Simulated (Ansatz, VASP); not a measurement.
**ZnO: VASP beside Ansatz**

```
CELL_PARAMETERS angstrom
3.23002 0.00000 0.00000
0.00000 5.21430 0.00000
0.00000 0.00000 24.32427
ATOMIC_POSITIONS crystal
Zn 0.00000 0.99842 0.30833
Zn 0.50000 0.49842 0.34667
Zn 0.50000 0.99842 0.42333
Zn 0.00000 0.49842 0.46167
Zn 0.00000 0.99842 0.53833
Zn 0.50000 0.49842 0.57667
Zn 0.50000 0.99842 0.65333
Zn 0.00000 0.49842 0.69167
O 0.00000 0.61948 0.30833
O 0.50000 0.11948 0.34667
O 0.50000 0.61948 0.42333
O 0.00000 0.11948 0.46167
O 0.00000 0.61948 0.53833
O 0.50000 0.11948 0.57667
O 0.50000 0.61948 0.65333
O 0.00000 0.11948 0.69167
```

Alike in both runs: task single point; functional PBEsol; k mesh 8 × 5 × 1; occupations gaussian, width 0.05 eV; no spin polarisation.

|  | VASP | Ansatz |
| --- | --- | --- |
| version | VASP 6.6.1 | Ansatz 0.2.0 |
| potentials or method | VASP PAW PBE potentials, release 64 (Zn, O), cutoff 520 eV | scalar-relativistic, plane waves, PAW |
| valence electrons in the cell | 144 | 144 |

|  | VASP | Ansatz | Ansatz less VASP |
| --- | --- | --- | --- |
| gap on the k mesh at the Fermi level (eV) | 0.43 | 0.46 | +0.025 |
| least direct gap on the mesh (eV) | 0.43 | 0.46 | +0.025 |
| rms of the force components (eV/Å) | 0.508 | 0.517 | +0.0085 |

VASP's potentials were made for PBE, not for PBEsol.
